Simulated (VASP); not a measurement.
# AlNi (Cmmm) in VASP: notebook

The runs below take AlNi through single point, with PBEsol.

Program: VASP 6.6.1. These are calculated values, not measurements. Logs are shortened: lines on timing, memory, paths and dates and some standing lists are left out, and cuts for length are marked.

## 1. The cell of the first run

The structure is orthorhombic, space group Cmmm (No. 65). The conventional cell has a = 3.967 Å, b = 4.129 Å, c = 2.862 Å, α = 90.00°, β = 90.00°, γ = 90.00°. Within 3.2 Å of Al (site symmetry mmm) lie 8 Ni at 2.45 to 2.51 Å and 6 Al at 2.86 Å. Ni (site symmetry mmm) has 8 Al at 2.45 to 2.51 Å and 6 Ni at 2.86 Å within 3.2 Å.

## 2. Single point, PBEsol (strain -0.0400 x Voigt [0, 0, 0, 0, 1, 0])

INCAR

```
SYSTEM = AlNi
PREC = Accurate ; ENCUT = 520
EDIFF = 1E-7 ; ISMEAR = 0
SIGMA = 0.15 ; LREAL = .False.
LASPH = .True. ; NELM = 60
ALGO = Fast ; ISIF = 2
LWAVE = .False. ; LCHARG = .False.
GGA = PS ; NBANDS = 14
```

KPOINTS

```
regular mesh
0
Gamma
  20 20 20
  0 0 0
```

POSCAR

```
AlNi
1.0
    2.8621655516      0.0000000000     -0.0572433110
    0.0000000000      2.8621655516      0.0000000000
   -0.0572433110      0.0000000000      2.8621655516
Al Ni
1 1
Direct
    0.0000000000      0.0000000000      0.0000000000
    0.5000000000      0.5000000000      0.5000000000
```

Potentials or basis: VASP PAW PBE potentials, release 64 (Al, Ni).

On the command line:

```
cat potpaw_PBE.64/Al/POTCAR potpaw_PBE.64/Ni/POTCAR > POTCAR
mpirun -np 1 vasp_std > vasp.out
```

OUTCAR:

```text
SYSTEM = AlNi
   PREC = Accurate
   ENCUT = 520
   EDIFF = 1E-7
   ISMEAR = 0
   LREAL = .False.
   LASPH = .True.
   NELM = 60
   ISIF = 2
   GGA = PS

 ion  position               nearest neighbor table
   1  0.000  0.000  0.000-   2 2.45   2 2.45   2 2.45   2 2.45   2 2.51   2 2.51   2 2.51   2 2.51

   2  0.500  0.500  0.500-   1 2.45   1 2.45   1 2.45   1 2.45   1 2.51   1 2.51   1 2.51   1 2.51

  LATTYP: Found a base centered orthorhombic cell.
 ALAT       =     3.9667590741
 B/A-ratio  =     1.0408163265
 C/A-ratio  =     0.7215375318

  Lattice vectors:

 A1 = (  -0.0572433110,   0.0000000000,   2.8621655516)
 A2 = (   2.8621655516,   0.0000000000,  -0.0572433110)
 A3 = (   0.0000000000,   2.8621655516,   0.0000000000)

Analysis of symmetry for initial positions (statically):
=====================================================================
 Subroutine PRICEL returns:
 Original cell was already a primitive cell.

 Routine SETGRP: Setting up the symmetry group for a
 base centered orthorhombic supercell.

 Subroutine GETGRP returns: Found  8 space group operations
 (whereof  8 operations were pure point group operations)
 out of a pool of  8 trial point group operations.

The static configuration has the point symmetry D_2h.

Analysis of symmetry for dynamics (positions and initial velocities):
=====================================================================
 Subroutine PRICEL returns:
 Original cell was already a primitive cell.

 Routine SETGRP: Setting up the symmetry group for a
 base centered orthorhombic supercell.

 Subroutine GETGRP returns: Found  8 space group operations
 (whereof  8 operations were pure point group operations)
 out of a pool of  8 trial point group operations.

The dynamic configuration has the point symmetry D_2h.

 Subroutine INISYM returns: Found  8 space group operations
 (whereof  8 operations are pure point group operations),
 and found     1 'primitive' translations

----------------------------------------------------------------------------------------

                                     Primitive cell

  volume of cell :      23.4375

  direct lattice vectors                    reciprocal lattice vectors
     2.862165552  0.000000000 -0.057243311     0.349525610  0.000000000  0.006990512
     0.000000000  2.862165552  0.000000000     0.000000000  0.349385800  0.000000000
    -0.057243311  0.000000000  2.862165552     0.006990512  0.000000000  0.349525610

  length of vectors
     2.862737927  2.862165552  2.862737927     0.349595508  0.349385800  0.349595508

  position of ions in fractional coordinates (direct lattice)
     0.000000000  0.000000000  0.000000000
     0.500000000  0.500000000  0.500000000

  ion indices of the primitive-cell ions
   primitive index   ion index
                 1           1
                 2           2

----------------------------------------------------------------------------------------

 KPOINTS: regular mesh

Automatic generation of k-mesh.
 Grid dimensions read from file:
 generate k-points for:   20   20   20

 Generating k-lattice:

  Cartesian coordinates                     Fractional coordinates (reciprocal lattice)
     0.017476280  0.000000000  0.000349526     0.050000000  0.000000000  0.000000000
     0.000000000  0.017469290  0.000000000     0.000000000  0.050000000  0.000000000
     0.000349526  0.000000000  0.017476280     0.000000000  0.000000000  0.050000000

  Length of vectors
     0.017479775  0.017469290  0.017479775

  Shift w.r.t. Gamma in fractional coordinates (k-lattice)
     0.000000000  0.000000000  0.000000000

 Subroutine IBZKPT returns following result:
 ===========================================

 Found   1221 irreducible k-points:

 Following reciprocal coordinates:
            Coordinates               Weight
  0.000000  0.000000  0.000000      1.000000
  0.050000  0.000000  0.000000      4.000000
  0.100000  0.000000 -0.000000      4.000000
  0.150000  0.000000  0.000000      4.000000
  0.200000  0.000000 -0.000000      4.000000
  0.250000  0.000000  0.000000      4.000000
[... 16 lines left out ...]
  0.000000  0.100000  0.000000      2.000000
  0.050000  0.100000  0.000000      8.000000
 [... further k-points ...]
   k-points           NKPTS =   1221   k-points in BZ     NKDIM =   1221   number of bands    NBANDS=     14
   number of dos      NEDOS =    301   number of ions     NIONS =      2
   total plane-waves  NPLWV =  13824
   dimension x,y,z NGX =    24 NGY =   24 NGZ =   24
   dimension x,y,z NGXF=    48 NGYF=   48 NGZF=   48
   ions per type =               1   1
   NGX,Y,Z   is equivalent  to a cutoff of  13.94, 13.94, 13.94 a.u.
   NGXF,Y,Z  is equivalent  to a cutoff of  27.87, 27.88, 27.87 a.u.
 SYSTEM =  AlNi
   PREC   = accura    normal or accurate (medium, high low for compatibility)
   ISTART =      0    job   : 0-new  1-cont  2-samecut
   ICHARG =      2    charge: 1-file 2-atom 10-const
   ISPIN  =      1    spin polarized calculation?
   LNONCOLLINEAR =      F non collinear calculations
   LSORBIT =      F    spin-orbit coupling
   LASPH  =      T    aspherical Exc in radial PAW
   ENCUT  =  520.0 eV  38.22 Ry    6.18 a.u.   5.32  5.32  5.32*2*pi/ulx,y,z
   NELM   =     60;   NELMIN=  2; NELMDL= -5     # of ELM steps
   EDIFF  = 0.1E-06   stopping-criterion for ELM
   LREAL  =      F    real-space projection
   EDIFFG = 0.1E-05   stopping-criterion for IOM
   NSW    =      0    number of steps for IOM
   IBRION =     -1    ionic relax: 0-MD 1-quasi-New 2-CG
   NFREE  =      0    steps in history (QN), initial steepest desc. (CG)
   ISIF   =      2    stress and relaxation
   ISYM   =      2    0-nonsym 1-usesym 2-fastsym
   POTIM  = 0.5000    time-step for ionic-motion
   TEBEG  =    0.0;   TEEND  =   0.0 temperature during run
   PSTRESS=    0.0 pullay stress
   NELECT =      13.0000    total number of electrons
   NUPDOWN=      -1.0000    fix difference up-down
   EMIN   =  10.00;   EMAX   =-10.00  energy-range for DOS
   EFERMI =   0.00;   METHOD = LEGACY
   ISMEAR =     0;   SIGMA  =   0.15  broadening in eV -4-tet -1-fermi 0-gaus
   EFERMI_NEDOS =   21; number of points for ismear=-14 and -15
   IALGO  =     68    algorithm
   IMIX   =      4    mixing-type and parameters
     AMIX     =   0.40;   BMIX     =  1.00
     AMIX_MAG =   1.60;   BMIX_MAG =  1.00
  volume/ion in A,a.u.               =      11.72        79.08
  Fermi-wavevector in a.u.,A,eV,Ry     =   1.345093  2.541858 24.616699  1.809276
  Thomas-Fermi vector in A             =   2.473034
   LORBIT       =      0    0 simple, 1 ext, 2 COOP (PROOUT), +10 PAW based schemes
   GGA     = PS    functional components
   LHFCALC =     F    Hartree Fock is set to
   AEXX    =    0.0000 exact exchange contribution
   IVDW    =     0    specifies the selected vdW correction
   LEPSILON=     F    determine dielectric tensor
   LRPA    =     F    only Hartree local field effects (RPA)
 non-spin polarized calculation
 RMM-DIIS sequential band-by-band and
 Gauss-broadening in eV      SIGMA  =   0.15
  energy-cutoff  :      520.00
  volume of cell :       23.44
 maximum number of plane-waves:       653
 NGX is ok and might be reduce to    24
   NGX = 11   NGY = 11   NGZ = 11

 number of electron      13.0000006 magnetization

 Free energy of the ion-electron system (eV)
  ---------------------------------------------------
  ext. energy  EPLUGINS =         0.00000000
  ---------------------------------------------------
  free energy    TOTEN  =       -11.57569438 eV

  energy without entropy =      -11.56618704  energy(sigma->0) =      -11.57094071

 E-fermi :  10.1628     XC(G=0): -12.2632

 val. band max:       10.1620761904   @ k =   0.3000   0.3500   0.0500
 cond. band min:      10.1689688193   @ k =   0.4000   0.4500   0.4000
 fundamental gap:      0.0068926290
 Fermi energy:        10.1628351490

 k-point     1 :       0.0000    0.0000    0.0000
  band No.  band energies     occupation
      1      -1.1143      2.00000
      2       6.8253      2.00000
      3       6.8345      2.00000
      4       8.5228      2.00000
      5       8.5710      2.00000
      6       8.6296      2.00000
      7      15.6284      0.00000
      8      15.7411      0.00000
      9      15.8975      0.00000
     10      18.3808      0.00000
     11      18.3908      0.00000
     12      24.2569      0.00000
     13      31.1780      0.00000
     14      31.3042      0.00000

 k-point     2 :       0.0500    0.0000    0.0000
  band No.  band energies     occupation
      1      -1.0675      2.00000
      2       6.8280      2.00000
      3       6.8402      2.00000
      4       8.5123      2.00000
      5       8.5504      2.00000
      6       8.6215      2.00000
      7      15.1834      0.00000
      8      15.8032      0.00000
      9      15.8470      0.00000
     10      18.3859      0.00000
     11      18.9008      0.00000
     12      24.4163      0.00000
     13      30.4121      0.00000
     14      30.7034      0.00000

 k-point     3 :       0.1000    0.0000   -0.0000
  band No.  band energies     occupation
      1      -0.9274      2.00000
      2       6.8153      2.00000
      3       6.8718      2.00000
      4       8.4712      2.00000
      5       8.4919      2.00000
      6       8.6096      2.00000
      7      14.1274      0.00000
      8      15.9863      0.00000
      9      16.0083      0.00000
     10      18.3939      0.00000
     11      19.8260      0.00000
     12      24.9136      0.00000
     13      29.2259      0.00000
     14      29.5509      0.00000
[... 324 lines left out ...]
 k-point    23 :       0.0000    0.1000    0.0000
  band No.  band energies     occupation
      1      -0.9276      2.00000
      2       6.8091      2.00000
      3       6.8784      2.00000
      4       8.4393      2.00000
      5       8.5528      2.00000
      6       8.5798      2.00000
      7      14.1180      0.00000
      8      15.8782      0.00000
      9      16.1369      0.00000
     10      18.3991      0.00000
     11      19.8155      0.00000
     12      24.9088      0.00000
     13      29.5106      0.00000
     14      29.5954      0.00000

 k-point    24 :       0.0500    0.1000    0.0000
  band No.  band energies     occupation
      1      -0.8811      2.00000
      2       6.8186      2.00000
      3       6.8794      2.00000
      4       8.4271      2.00000
      5       8.5413      2.00000
      6       8.5623      2.00000
      7      14.1516      0.00000
      8      15.4468      0.00000
      9      16.0881      0.00000
     10      18.7618      0.00000
     11      20.0067      0.00000
     12      25.0386      0.00000
     13      28.8935      0.00000
     14      29.5735      0.00000

 [... further k-points ...]

------------------------ aborting loop because EDIFF is reached ----------------------------------------

  FORCE on cell =-STRESS in cart. coord.  units (eV):
  Direction    XX          YY          ZZ          XY          YZ          ZX
  --------------------------------------------------------------------------------------
  -------------------------------------------------------------------------------------
  Total        0.0611520      0.0791253      0.0611520      0.0000000      0.0000000      0.7438550
  in kB        4.1803286      5.4089811      4.1803286      0.0000000      0.0000000     50.8496977
  external PRESSURE =       4.5898794 kB  Pullay stress =       0.0000000 kB

 VOLUME and BASIS-vectors are now :
 -----------------------------------------------------------------------------
  energy-cutoff  :      520.00
  volume of cell :       23.44
      direct lattice vectors                 reciprocal lattice vectors
     2.862165552  0.000000000 -0.057243311     0.349525610  0.000000000  0.006990512
     0.000000000  2.862165552  0.000000000     0.000000000  0.349385800  0.000000000
    -0.057243311  0.000000000  2.862165552     0.006990512  0.000000000  0.349525610

 POSITION                                       TOTAL-FORCE (eV/Angst)
 -----------------------------------------------------------------------------------
      0.00000      0.00000      0.00000        -0.000000      0.000000      0.000000
      1.40246      1.43108      1.40246         0.000000      0.000000      0.000000
 -----------------------------------------------------------------------------------
    total drift:                                0.000000      0.000000     -0.000000

  FREE ENERGIE OF THE ION-ELECTRON SYSTEM (eV)
  ---------------------------------------------------
  free  energy   TOTEN  =       -11.5756943782 eV

  energy  without entropy=      -11.5661870429  energy(sigma->0) =      -11.57094071
```

Run time: 4.3 min. Hardware: 1 thread of Intel Xeon Platinum 8259CL at 2.50GHz (Skylake/Cascade Lake), shared host; peak memory 0.5 GiB.

Results:

- Free energy: -11.5757 eV
- Pressure: 0.5 GPa
- Band gap on the k mesh: zero (an odd number of electrons rules out a gap without spin polarisation)

Stress tensor (GPa, compression positive):
```
0.42 0.00 5.08
0.00 0.54 0.00
5.08 0.00 0.42
```

Caveat: the cell differs from its parent crystal (strain -0.0400 x Voigt [0, 0, 0, 0, 1, 0]); the PAW data sets were made with another functional, which shifts forces and pressure a little. Spin polarisation is off, so any magnetic state and its effect on volume and gap are missing.

[end of part 1 of 2]
